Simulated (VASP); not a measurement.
A run of VASP 6.6.1 is set up as follows.

The input INCAR:

```
SYSTEM = GaAs
ALGO = Normal
EDIFF = 1E-7
EDIFFG = -0.01
ENCUT = 600
GGA = PS
IBRION = 2
ISIF = 3
ISMEAR = -1
IVDW = 13
LASPH = .TRUE.
LCHARG = .FALSE.
LREAL = .FALSE.
LWAVE = .FALSE.
NELM = 100
NSW = 60
PREC = Accurate
SIGMA = 0.05
```

File KPOINTS:

```
k-points
0
G
  8 8 8
  0 0 0
```

The input POSCAR:

```
GaAs
1.0
    0.0000000000      2.8268500000      2.8268500000
    2.8268500000      0.0000000000      2.8268500000
    2.8268500000      2.8268500000      0.0000000000
As Ga
1 1
Direct
    0.7500000000      0.7500000000      0.7500000000
    0.0000000000      0.0000000000      0.0000000000
```

Potentials or basis: VASP PAW PBE potentials, release 64 (As, Ga_d).

Command:

```console
$ cat potpaw_PBE.64/As/POTCAR potpaw_PBE.64/Ga_d/POTCAR > POTCAR
$ mpirun -np 1 vasp_std > vasp.out
```

Q: Predict the band gap on the k mesh.

A: 0.59 eV.

Q: Predict the relaxed volume.

A: 22.20 Å³/atom.

Q: What does it give for the space group after relaxing (to 0.1 Å)?

A: F-43m (No. 216).

Q: Predict the dispersion energy per atom.

A: -0.244 eV.

Final structure:
```yaml
crystal:
  lattice:
    - [0.00000, 2.81033, 2.81033]
    - [2.81033, 0.00000, 2.81033]
    - [2.81033, 2.81033, 0.00000]
  atoms:
    - { symbol: As, position: [0.75000, 0.75000, 0.75000] }
    - { symbol: Ga, position: [0.00000, 0.00000, 0.00000] }
```

Caveat: semilocal functionals underestimate gaps, and a narrow one can read as zero; the PAW data sets were made with another functional, which shifts forces and pressure a little. A k mesh can miss the band edges.
